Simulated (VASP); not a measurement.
# Na2Se3 (R-3m) in VASP: further runs

The runs below take Na2Se3 through single point, with PBE.

Program: VASP 6.6.1. These are calculated values, not measurements. Logs are shortened: lines on timing, memory, paths and dates and some standing lists are left out, and cuts for length are marked.

**1. The cell of the first run**

The structure is trigonal, space group R-3m (No. 166). Conventional cell: a = 3.926 Å, b = 3.926 Å, c = 27.302 Å, α = 90.00°, β = 90.00°, γ = 120.00°. Na (site symmetry 3m) has 6 Se at 2.75 to 2.91 Å within 3.6 Å. Within 4.1 Å of Se (site symmetry -3m) lie 6 Na at 2.91 Å and 12 Se at 3.93 to 4.07 Å. Se (site symmetry 3m) has 3 Na at 2.75 Å and 3 Se at 3.26 Å within 3.6 Å.

**2. Single point, PBE**

Input file INCAR:

```
PREC = Accurate
ENCUT = 500
EDIFF = 1E-6
ISMEAR = 0
SIGMA = 0.1
LREAL = F
LASPH = T
NELM = 120
ALGO = Normal
ISIF = 2
LWAVE = F
LCHARG = F
GGA = PE
NBANDS = 24
GGA_COMPAT = F
```

Input file KPOINTS:

```
Automatic mesh
0
Gamma
  6 6 6
```

Input file POSCAR:

```
Na2Se3
1.0
    1.9632319535      1.1334724968      9.1005759649
   -1.9632319535      1.1334724968      9.1005759649
    0.0000000000     -2.2669449936      9.1005759649
Na Se
2 3
Direct
    0.4000000000      0.4000000000      0.4000000000
    0.6000000000      0.6000000000      0.6000000000
    0.0000000000      0.0000000000      0.0000000000
    0.2095000000      0.2095000000      0.2095000000
    0.7905000000      0.7905000000      0.7905000000
```

Potentials or basis: VASP PAW PBE potentials, release 64 (Na_pv, Se).

Launch:

```sh
> cat potpaw_PBE.64/Na_pv/POTCAR potpaw_PBE.64/Se/POTCAR > POTCAR
> mpirun -np 1 vasp_std > vasp.out
```

OUTCAR:

```text
PREC = Accurate
   ENCUT = 500
   EDIFF = 1E-6
   ISMEAR = 0
   LREAL = F
   LASPH = T
   NELM = 120
   ISIF = 2
   GGA = PE

 ion  position               nearest neighbor table
   1  0.400  0.400  0.400-   5 2.75   5 2.75   5 2.75
   2  0.600  0.600  0.600-   4 2.75   4 2.75   4 2.75
   3  0.000  0.000  0.000-
   4  0.209  0.209  0.209-   2 2.75   2 2.75   2 2.75
   5  0.791  0.791  0.791-   1 2.75   1 2.75   1 2.75

  LATTYP: Found a trigonal (rhomboedric) cell.
 ALAT       =     9.3786738133
 COS(alpha) =     0.9123624232

  Lattice vectors:

 A1 = (   1.9632319535,   1.1334724968,   9.1005759649)
 A2 = (  -1.9632319535,   1.1334724968,   9.1005759649)
 A3 = (   0.0000000000,  -2.2669449936,   9.1005759649)

Analysis of symmetry for initial positions (statically):
=====================================================================
 Subroutine PRICEL returns:
 Original cell was already a primitive cell.

 Routine SETGRP: Setting up the symmetry group for a
 trigonal (rhombohedral) supercell.

 Subroutine GETGRP returns: Found 12 space group operations
 (whereof 12 operations were pure point group operations)
 out of a pool of 12 trial point group operations.

The static configuration has the point symmetry D_3d.

Analysis of symmetry for dynamics (positions and initial velocities):
=====================================================================
 Subroutine PRICEL returns:
 Original cell was already a primitive cell.

 Routine SETGRP: Setting up the symmetry group for a
 trigonal (rhombohedral) supercell.

 Subroutine GETGRP returns: Found 12 space group operations
 (whereof 12 operations were pure point group operations)
 out of a pool of 12 trial point group operations.

The dynamic configuration has the point symmetry D_3d.

 Subroutine INISYM returns: Found 12 space group operations
 (whereof 12 operations are pure point group operations),
 and found     1 'primitive' translations

----------------------------------------------------------------------------------------

                                     Primitive cell

  volume of cell :     121.5074

  direct lattice vectors                    reciprocal lattice vectors
     1.963231954  1.133472497  9.100575965     0.254682081  0.147040768  0.036627718
    -1.963231954  1.133472497  9.100575965    -0.254682081  0.147040768  0.036627718
     0.000000000 -2.266944994  9.100575965     0.000000000 -0.294081536  0.036627718

  length of vectors
     9.378673813  9.378673813  9.378673813     0.296353741  0.296353741  0.296353741

  position of ions in fractional coordinates (direct lattice)
     0.400000000  0.400000000  0.400000000
     0.600000000  0.600000000  0.600000000
     0.000000000  0.000000000  0.000000000
     0.209500000  0.209500000  0.209500000
     0.790500000  0.790500000  0.790500000

  ion indices of the primitive-cell ions
   primitive index   ion index
                 1           1
                 2           2
                 3           3
                 4           4
                 5           5

----------------------------------------------------------------------------------------

 KPOINTS: Automatic mesh

Automatic generation of k-mesh.
 Grid dimensions read from file:
 generate k-points for:    6    6    6

 Generating k-lattice:

  Cartesian coordinates                     Fractional coordinates (reciprocal lattice)
     0.042447014  0.024506795  0.006104620     0.166666667 -0.000000000  0.000000000
    -0.042447014  0.024506795  0.006104620    -0.000000000  0.166666667  0.000000000
     0.000000000 -0.049013589  0.006104620     0.000000000  0.000000000  0.166666667

  Length of vectors
     0.049392290  0.049392290  0.049392290

  Shift w.r.t. Gamma in fractional coordinates (k-lattice)
     0.000000000  0.000000000  0.000000000

 Subroutine IBZKPT returns following result:
 ===========================================

 Found     32 irreducible k-points:

 Following reciprocal coordinates:
            Coordinates               Weight
  0.000000  0.000000  0.000000      1.000000
  0.166667  0.000000  0.000000      6.000000
  0.333333  0.000000  0.000000      6.000000
  0.500000  0.000000  0.000000      3.000000
  0.166667  0.166667  0.000000      6.000000
  0.333333  0.166667  0.000000     12.000000
[... 16 lines left out ...]
  0.500000  0.500000  0.166667      6.000000
 -0.333333  0.500000  0.166667     12.000000
 [... further k-points ...]
   k-points           NKPTS =     32   k-points in BZ     NKDIM =     32   number of bands    NBANDS=     24
   number of dos      NEDOS =    301   number of ions     NIONS =      5
   total plane-waves  NPLWV = 343000
   dimension x,y,z NGX =    70 NGY =   70 NGZ =   70
   dimension x,y,z NGXF=   140 NGYF=  140 NGZF=  140
   ions per type =               2   3
   NGX,Y,Z   is equivalent  to a cutoff of  12.41, 12.41, 12.41 a.u.
   NGXF,Y,Z  is equivalent  to a cutoff of  24.82, 24.82, 24.82 a.u.
 SYSTEM =  unknown system
   PREC   = accura    normal or accurate (medium, high low for compatibility)
   ISTART =      0    job   : 0-new  1-cont  2-samecut
   ICHARG =      2    charge: 1-file 2-atom 10-const
   ISPIN  =      1    spin polarized calculation?
   LNONCOLLINEAR =      F non collinear calculations
   LSORBIT =      F    spin-orbit coupling
   LASPH  =      T    aspherical Exc in radial PAW
   ENCUT  =  500.0 eV  36.75 Ry    6.06 a.u.  17.10 17.10 17.10*2*pi/ulx,y,z
   NELM   =    120;   NELMIN=  2; NELMDL= -5     # of ELM steps
   EDIFF  = 0.1E-05   stopping-criterion for ELM
   LREAL  =      F    real-space projection
   EDIFFG = 0.1E-04   stopping-criterion for IOM
   NSW    =      0    number of steps for IOM
   IBRION =     -1    ionic relax: 0-MD 1-quasi-New 2-CG
   NFREE  =      0    steps in history (QN), initial steepest desc. (CG)
   ISIF   =      2    stress and relaxation
   ISYM   =      2    0-nonsym 1-usesym 2-fastsym
   POTIM  = 0.5000    time-step for ionic-motion
   TEBEG  =    0.0;   TEEND  =   0.0 temperature during run
   PSTRESS=    0.0 pullay stress
   NELECT =      32.0000    total number of electrons
   NUPDOWN=      -1.0000    fix difference up-down
   EMIN   =  10.00;   EMAX   =-10.00  energy-range for DOS
   EFERMI =   0.00;   METHOD = LEGACY
   ISMEAR =     0;   SIGMA  =   0.10  broadening in eV -4-tet -1-fermi 0-gaus
   EFERMI_NEDOS =   21; number of points for ismear=-14 and -15
   IALGO  =     38    algorithm
   IMIX   =      4    mixing-type and parameters
     AMIX     =   0.40;   BMIX     =  1.00
     AMIX_MAG =   1.60;   BMIX_MAG =  1.00
  volume/ion in A,a.u.               =      24.30       163.99
  Fermi-wavevector in a.u.,A,eV,Ry     =   1.049359  1.983000 14.982102  1.101153
  Thomas-Fermi vector in A             =   2.184318
   LORBIT       =      0    0 simple, 1 ext, 2 COOP (PROOUT), +10 PAW based schemes
   GGA     = PE    functional components
   LHFCALC =     F    Hartree Fock is set to
   AEXX    =    0.0000 exact exchange contribution
   IVDW    =     0    specifies the selected vdW correction
   LEPSILON=     F    determine dielectric tensor
   LRPA    =     F    only Hartree local field effects (RPA)
 non-spin polarized calculation
 Gauss-broadening in eV      SIGMA  =   0.10
  energy-cutoff  :      500.00
  volume of cell :      121.51
 maximum number of plane-waves:      3105
 NGX is ok and might be reduce to    70
   NGX = 35   NGY = 35   NGZ = 35

 number of electron      32.0000014 magnetization

 Free energy of the ion-electron system (eV)
  ---------------------------------------------------
  ext. energy  EPLUGINS =         0.00000000
  ---------------------------------------------------
  free energy    TOTEN  =       -13.18650994 eV

  energy without entropy =      -13.15254811  energy(sigma->0) =      -13.16952902

 E-fermi :   1.3055     XC(G=0):  -8.7742

 val. band max:        1.3027198258   @ k =   0.5000   0.3333   0.1667
 cond. band min:       1.3385051025   @ k =   0.5000   0.3333  -0.0000
 fundamental gap:      0.0357852767
 Fermi energy:         1.3055292112

 k-point     1 :       0.0000    0.0000    0.0000
  band No.  band energies     occupation
      1     -21.1013      2.00000
      2     -21.0971      2.00000
      3     -21.0971      2.00000
      4     -21.0968      2.00000
      5     -21.0968      2.00000
      6     -21.0918      2.00000
[... 16 lines left out ...]
     23      10.4122      0.00000
     24      10.4135      0.00000

 k-point     2 :       0.1667    0.0000    0.0000
  band No.  band energies     occupation
      1     -21.1045      2.00000
      2     -21.1036      2.00000
      3     -21.0987      2.00000
      4     -21.0986      2.00000
      5     -21.0980      2.00000
      6     -21.0901      2.00000
[... 16 lines left out ...]
     23       9.5943      0.00000
     24      10.0875      0.00000

 k-point     3 :       0.3333    0.0000    0.0000
  band No.  band energies     occupation
      1     -21.1188      2.00000
      2     -21.1165      2.00000
      3     -21.1018      2.00000
      4     -21.1005      2.00000
      5     -21.0931      2.00000
      6     -21.0878      2.00000
[... 16 lines left out ...]
     23       9.8323      0.00000
     24      10.4928      0.00000

 k-point     4 :       0.5000    0.0000    0.0000
  band No.  band energies     occupation
      1     -21.1258      2.00000
      2     -21.1229      2.00000
      3     -21.1033      2.00000
      4     -21.1018      2.00000
      5     -21.0899      2.00000
      6     -21.0872      2.00000
[... 16 lines left out ...]
     23       9.4376      0.00000
     24      10.2329      0.00000

 k-point     5 :       0.1667    0.1667    0.0000
  band No.  band energies     occupation
      1     -21.1045      2.00000
      2     -21.1036      2.00000
      3     -21.0987      2.00000
      4     -21.0986      2.00000
      5     -21.0980      2.00000
      6     -21.0901      2.00000
[... 16 lines left out ...]
     23       9.5414      0.00000
     24       9.9984      0.00000

 k-point     6 :       0.3333    0.1667    0.0000
  band No.  band energies     occupation
      1     -21.1132      2.00000
      2     -21.1127      2.00000
      3     -21.1021      2.00000
      4     -21.1014      2.00000
      5     -21.0945      2.00000
      6     -21.0883      2.00000
[... 16 lines left out ...]
     23       9.4002      0.00000
     24       9.7533      0.00000
[... 379 lines left out ...]
 k-point    21 :      -0.3333    0.3333    0.1667
  band No.  band energies     occupation
      1     -21.1218      2.00000
      2     -21.1197      2.00000
      3     -21.1069      2.00000
      4     -21.1053      2.00000
      5     -21.0899      2.00000
      6     -21.0872      2.00000
[... 16 lines left out ...]
     23       9.3075      0.00000
     24       9.9907      0.00000

 k-point    22 :      -0.1667    0.3333    0.1667
  band No.  band energies     occupation
      1     -21.1218      2.00000
      2     -21.1198      2.00000
      3     -21.1069      2.00000
      4     -21.1053      2.00000
      5     -21.0900      2.00000
      6     -21.0871      2.00000
[... 16 lines left out ...]
     23       9.5589      0.00000
     24      10.2051      0.00000

 k-point    23 :       0.5000    0.5000    0.1667
  band No.  band energies     occupation
      1     -21.1187      2.00000
      2     -21.1166      2.00000
      3     -21.1018      2.00000
      4     -21.1005      2.00000
      5     -21.0929      2.00000
      6     -21.0880      2.00000
[... 16 lines left out ...]
     23       9.3299      0.00000
     24      10.7743      0.00000

 k-point    24 :      -0.3333    0.5000    0.1667
  band No.  band energies     occupation
      1     -21.1218      2.00000
      2     -21.1198      2.00000
      3     -21.1069      2.00000
      4     -21.1053      2.00000
      5     -21.0898      2.00000
      6     -21.0872      2.00000
[... 16 lines left out ...]
     23       9.6436      0.00000
     24       9.7918      0.00000

 [... further k-points ...]

------------------------ aborting loop because EDIFF is reached ----------------------------------------

  FORCE on cell =-STRESS in cart. coord.  units (eV):
  Direction    XX          YY          ZZ          XY          YZ          ZX
  --------------------------------------------------------------------------------------
  -------------------------------------------------------------------------------------
  Total        1.8596012      1.8596012     -0.5856373      0.0000000      0.0000000      0.0000000
  in kB       24.5204063     24.5204063     -7.7221206      0.0000000      0.0000000      0.0000000
  external PRESSURE =      13.7728974 kB  Pullay stress =       0.0000000 kB

 VOLUME and BASIS-vectors are now :
 -----------------------------------------------------------------------------
  energy-cutoff  :      500.00
  volume of cell :      121.51
      direct lattice vectors                 reciprocal lattice vectors
     1.963231954  1.133472497  9.100575965     0.254682081  0.147040768  0.036627718
    -1.963231954  1.133472497  9.100575965    -0.254682081  0.147040768  0.036627718
     0.000000000 -2.266944994  9.100575965     0.000000000 -0.294081536  0.036627718

 POSITION                                       TOTAL-FORCE (eV/Angst)
 -----------------------------------------------------------------------------------
      0.00000      0.00000     10.92069         0.000000     -0.000000     -0.589059
      0.00000      0.00000     16.38104         0.000000      0.000000      0.589059
      0.00000      0.00000      0.00000         0.000000      0.000000      0.000000
      0.00000      0.00000      5.71971         0.000000     -0.000000     -1.899180
      0.00000      0.00000     21.58202         0.000000      0.000000      1.899180
 -----------------------------------------------------------------------------------
    total drift:                                0.000000     -0.000000      0.000000

  FREE ENERGIE OF THE ION-ELECTRON SYSTEM (eV)
  ---------------------------------------------------
  free  energy   TOTEN  =       -13.1865099388 eV

  energy  without entropy=      -13.1525481064  energy(sigma->0) =      -13.16952902
```

It took 13 min on 1 thread of Intel Xeon 8259CL, shared host; peak memory 0.67 GiB.

Results:

```yaml
Free_energy: -13.1865 eV
Pressure: 1.4 GPa
Largest_force: 1.899 eV/Å
Band_gap_on_the_k_mesh: zero (bands 16 and 17 overlap by 0.83 eV)
```

Forces on the atoms (eV/Å):
```
Na   0.000  0.000 -0.589
Na   0.000  0.000  0.589
Se   0.000  0.000  0.000
Se   0.000  0.000 -1.899
Se   0.000  0.000  1.899
```

Caveat: forces of over 1 eV/Å act on the atoms, so gaps and moduli don't describe the material at rest.

**3. Single point, PBE**

This run uses another cell than the first one, of 31.06 Å³/atom.

Input file INCAR:

```
ALGO = Normal
EDIFF = 1E-6
ENCUT = 500
GGA = PE
GGA_COMPAT = F
ISIF = 2
ISMEAR = 0
LASPH = T
LCHARG = T
LELF = T
LREAL = F
LVHAR = T
LWAVE = F
NBANDS = 24
NELM = 120
PREC = Accurate
SIGMA = 0.1
```

Input file KPOINTS:

```
k-points
0
Gamma
  6 6 6
```

Input file POSCAR:

```
Na2Se3
1.0
    2.2059234871      1.2735905191      9.2137796947
   -2.2059234871      1.2735905191      9.2137796947
    0.0000000000     -2.5471810382      9.2137796947
Na Se
2 3
Direct
    0.3798795890      0.3798795890      0.3798795890
    0.6201204110      0.6201204110      0.6201204110
    0.0000000000      0.0000000000      0.0000000000
    0.1778050663      0.1778050663      0.1778050663
    0.8221949337      0.8221949337      0.8221949337
```

Potentials or basis: VASP PAW PBE potentials, release 64 (Na_pv, Se).

Launch:

```sh
> cat potpaw_PBE.64/Na_pv/POTCAR potpaw_PBE.64/Se/POTCAR > POTCAR
> mpirun -np 1 vasp_std > vasp.out
```

Wall time 18 min (1 thread of Intel Xeon 8259CL, shared host); peak memory 0.68 GiB.

Results (log left out):

```
Free energy            : -15.3516 eV
Pressure               : 0.2 GPa
Largest force          : 0.029 eV/Å
Band gap on the k mesh : zero (bands 16 and 17 overlap by 0.05 eV)
```

Forces in eV/Å, atoms in the order of the input:
```
Na   0.000  0.000  0.029
Na   0.000  0.000 -0.029
Se   0.000  0.000  0.000
Se   0.000  0.000  0.002
Se   0.000  0.000 -0.002
```

Stress tensor (GPa, compression positive):
```
 0.32  0.00  0.00
 0.00  0.32  0.00
 0.00  0.00 -0.13
```

Levels at points of the mesh, in eV from the Fermi level:
```csv
k point,band 14,band 15,band 16,band 17,band 18,band 19
"(0.00, 0.00, 0.00)",-0.56,-0.19,-0.19,0.09,0.09,2.49
"(0.50, 0.00, 0.00)",-1.68,-0.47,-0.31,1.67,1.99,4.15
"(0.50, 0.50, 0.00)",-1.71,-0.55,-0.31,1.72,1.98,4.24
"(0.50, 0.50, 0.50)",-0.28,-0.19,-0.19,0.09,0.09,3.21
```

The gap in the log of VASP goes by the Fermi energy; the results here count the filled bands.